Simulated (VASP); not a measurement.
## Zr5O9 (a cell with a defect): single point with PBEsol

System: Zr5O9 (a cell with a defect).

```
Zr O
1.0
     0.00000    0.00000    5.06435
    -5.06435   -2.53218    2.53218
     2.53218   -5.06435    2.53218
Zr O
5 9
Cartesian
  -2.5322 -5.0644 7.5965
  2.5322 -5.0644 2.5322
  0.0000 -2.5322 2.5322
  0.0000 -5.0644 5.0644
  -2.5322 -2.5322 5.0644
  -3.7983 -3.7983 6.3304
  1.2661 -3.7983 6.3304
  -1.2661 -1.2661 1.2661
  -1.2661 -3.7983 3.7983
  0.8440 -2.8983 3.7983
  -1.2661 -1.2661 3.7983
  -1.2661 -3.7983 6.3304
  -1.2661 -6.3304 8.8626
  -3.7983 -3.7983 3.7983
```

This cell differs from its parent crystal: atoms taken out, atom 10 moved -0.167 of the way to it and +0.900 Å across, host rigid.

```json
{
 "Program": "VASP 6.6.1",
 "Task": "single point",
 "Functional": "PBEsol",
 "Potentials or basis": "VASP PAW PBE potentials, release 64 (Zr_sv, O)",
 "Cutoff": "520 eV",
 "k mesh": "4 × 4 × 4",
 "Occupations": "gaussian, width 0.05 eV",
 "Spin": "no spin polarisation"
}
```

- Largest force: 24.897 eV/Å

Forces on the atoms (eV/Å):
```
Zr    0.037   2.849   3.184
Zr   -1.057  -3.122  -2.832
Zr  -12.063   4.089 -17.741
Zr    0.569   1.449  -0.824
Zr    2.652  -1.722   0.984
O     1.027   7.013   0.570
O     0.656  -0.674  -0.276
O    -0.819   2.812  -0.644
O    -1.078  -1.238  -0.053
O    12.282 -12.005  18.025
O    -1.676   0.826   0.714
O    -0.816  -1.939  -0.488
O    -0.258  -0.274   0.096
O     0.544   1.935  -0.713
```

Levels at points of the mesh, in eV from the Fermi level:
```
           k point  band 54  band 55  band 56  band 57  band 58  band 59
(0.00, 0.00, 0.00)    -1.48    -1.29    -0.45     0.05     1.79     2.43
(0.50, 0.00, 0.00)    -1.78    -1.64    -0.30     0.53     1.92     2.20
(0.50, 0.50, 0.00)    -1.77    -1.72    -0.11     0.33     1.73     2.16
(0.50, 0.50, 0.50)    -1.85    -1.49    -0.02     0.27     1.48     2.32
(0.50, 0.00, 0.50)    -1.87    -1.85    -0.06     0.23     2.06     2.26
(0.00, 0.50, 0.00)    -1.31    -1.21    -0.21     0.03     1.39     2.04
(0.00, 0.00, 0.50)    -1.29    -1.16    -0.31     0.08     1.71     2.26
(0.00, 0.50, 0.50)    -1.30    -1.11    -0.24     0.34     1.46     2.25
```

Wall time 12 min on 1 thread of Intel Xeon 8259CL (shared host), peak memory 0.46 GiB.

Caveat: the cell carries a net charge on a neutralising background, which shifts energy and pressure; the cell differs from its parent crystal (atoms taken out, atom 10 moved -0.167 of the way to it and +0.900 Å across, host rigid); the cell is charged against a uniform background, so pressure and absolute levels hang on convention; the PAW data sets were made with another functional, which shifts forces and pressure a little.
